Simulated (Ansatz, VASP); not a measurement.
## CeO2: VASP beside Ansatz

INCAR

```
ALGO = Normal ; EDIFF = 1E-6
ENCUT = 520 ; GGA = PE
ISIF = 2 ; ISMEAR = 0
LASPH = True ; LCHARG = True
LELF = True ; LREAL = False
LVHAR = True ; LWAVE = False
NBANDS = 19 ; NELM = 60
PREC = Accurate ; SIGMA = 0.05
```

KPOINTS

```
k-points
0
Gamma
  12 12 12
```

File POSCAR:

```
CeO2
1.0
    0.0000000000      2.7321286399      2.7321286399
    2.7321286399      0.0000000000      2.7321286399
    2.7321286399      2.7321286399      0.0000000000
Ce O
1 2
Direct
    0.0000000000      0.0000000000      0.0000000000
    0.2500000000      0.2500000000      0.2500000000
    0.7646405991      0.7353594009      0.7646405991
```

Input for Ansatz:

```yaml
crystal:
  lattice:
    - [0.0, 2.7321286902, 2.7321286902]
    - [2.7321286902, 0.0, 2.7321286902]
    - [2.7321286902, 2.7321286902, 0.0]
  atoms:
    - { symbol: Ce, position: [0.0, 0.0, 0.0] }
    - { symbol: O, position: [0.25, 0.25, 0.25] }
    - { symbol: O, position: [0.7646405988, 0.7353594012, 0.7646405988] }
basis:
  ecutwfc: 420
  ecutrho_ratio: 4
kpoints:
  mp_grid: { grid: [12, 12, 12] }
hamiltonian:
  xc: pbe
scf:
  occupations: { method: gaussian, width: 0.05 }
output:
  forces: true
  stress: true
  eigenvalues: true
  write_density: true
  write_potential: true
  elf: true
  volumetric_format: npy
```

Alike in both runs: task single point; functional PBE; k mesh 12 × 12 × 12; occupations gaussian, width 0.05 eV; no spin polarisation.

```csv
,VASP,Ansatz
version,VASP 6.6.1,Ansatz 0.2.0
potentials or method,"VASP PAW PBE potentials, release 64 (Ce, O), cutoff 520 eV","scalar-relativistic, plane waves, PAW"
valence electrons in the cell,24,24
```

VASP gave:

- gap on the k mesh at the Fermi level (eV): 1.84
- least direct gap on the mesh (eV): 1.93
- pressure (GPa): 0.3
- traceless stress, the component that is largest in VASP (GPa): 0.34
- rms of the force components (eV/Å): 0.220

Question: Estimate Ansatz's values.

Answer: gap on the k mesh at the Fermi level (eV): 1.87; least direct gap on the mesh (eV): 1.96; pressure (GPa): 0.3; traceless stress, the component that is largest in VASP (GPa): 0.31; rms of the force components (eV/Å): 0.220.

Atom by atom the forces differ by 0.002 eV/Å (rms over components).

Spin-orbit coupling is off throughout.
